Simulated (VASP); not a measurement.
Crystal: NiO.

```xyz
2
Lattice="0.0000 2.0433 2.0433 2.0433 0.0000 2.0433 2.0433 2.0433 0.0000" Properties=species:S:1:pos:R:3 pbc="T T T"
Ni    0.0000    0.0000    0.0000
O     2.0433    2.0433    2.0433
```

Base run:

| Quantity | Value |
| --- | --- |
| Program | VASP 6.6.1 |
| Functional | BLYP |
| Dispersion | D4 |
| Potentials or basis | VASP PAW PBE potentials, release 64 (Ni_sv_GW, O) |
| Cutoff | 700 eV |
| k mesh | 11 × 11 × 11 |
| Occupations | fermi-dirac, width 0.05 eV |
| Spin | collinear spin, ferromagnetic start |
| Starting moments | [1.0, 0.0] μB |

Its results: pressure 19.5 GPa; net moment 1.46 μB per cell; site moments Ni +1.22; O +0.21 μB.

Question: The run is repeated on the same cell with these changes: functional from BLYP to r2SCAN; cutoff from 700 eV to 770 eV. What comes out?

Answer: Pressure 17.1 GPa; net moment 2.00 μB per cell; site moments Ni +1.70; O +0.28 μB.

Caveats: the cell stands under pressure; the PAW data sets were made with another functional, which shifts forces and pressure a little; a cell with one magnetic atom can't hold antiferromagnetic order, which such compounds often take.
